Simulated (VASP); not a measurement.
Input of a VASP 6.6.1 run:

INCAR

```
PREC = Accurate
ENCUT = 520
EDIFF = 1E-6
ISMEAR = -1
SIGMA = 0.05
LREAL = False
LASPH = True
NELM = 60
ALGO = Normal
ISIF = 2
LWAVE = False
LCHARG = False
GGA = CA
NBANDS = 15
```

File KPOINTS:

```
Automatic mesh
0
Gamma
  7 7 7
```

Contents of POSCAR:

```
KCl
1.0
    0.0000000000      3.1464700000      3.1464700000
    3.1464700000      0.0000000000      3.1464700000
    3.1464700000      3.1464700000      0.0000000000
K Cl
1 1
Direct
    0.0000000000      0.0000000000      0.0000000000
    0.5000000000      0.5000000000      0.5000000000
```

Potentials or basis: VASP PAW LDA potentials, release 64 (K_sv, Cl).

Command:

```bash
$ cat potpaw_LDA.64/K_sv/POTCAR potpaw_LDA.64/Cl/POTCAR > POTCAR
$ mpirun -np 1 vasp_std > vasp.out
```

Q: Estimate the pressure.

A: -1.9 GPa.

Q: Predict the band gap on the k mesh.

A: 4.75 eV.

Caveat: an odd mesh through Γ misses points on the zone boundary, where band edges can lie.
